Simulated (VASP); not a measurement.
Here is a VASP 6.6.1 calculation.

INCAR

```
ALGO = Normal
EDIFF = 1E-6
ENCUT = 520
GGA = PE
ISIF = 2
ISMEAR = -1
LASPH = T
LCHARG = F
LREAL = F
LWAVE = F
NBANDS = 11
NELM = 80
PREC = Accurate
SIGMA = 0.05
```

The input KPOINTS:

```
k-points
0
Gamma
  7 7 7
```

Contents of POSCAR:

```
BP
1.0
    0.0000000000      2.2690000000      2.2463100000
    2.2690000000      0.0000000000      2.2463100000
    2.2690000000      2.2690000000      0.0000000000
B P
1 1
Direct
    0.0000000000      0.0000000000      0.0000000000
    0.2500000000      0.2500000000      0.2500000000
```

Potentials or basis: VASP PAW PBE potentials, release 64 (B, P).

Launch:

```bash
$ cat potpaw_PBE.64/B/POTCAR potpaw_PBE.64/P/POTCAR > POTCAR
$ mpirun -np 1 vasp_std > vasp.out
```

Task: Predict the pressure.

Result: 2.6 GPa.

Task: What does it give for the band gap on the k mesh?

Result: 1.07 eV, indirect (least direct gap 3.31 eV).

Stress tensor (GPa, compression positive):
```
1.74 0.00 0.00
0.00 1.74 0.00
0.00 0.00 4.41
```

A k mesh can miss the band edges. PBE gaps usually lie below the measured ones, often by a third to a half.
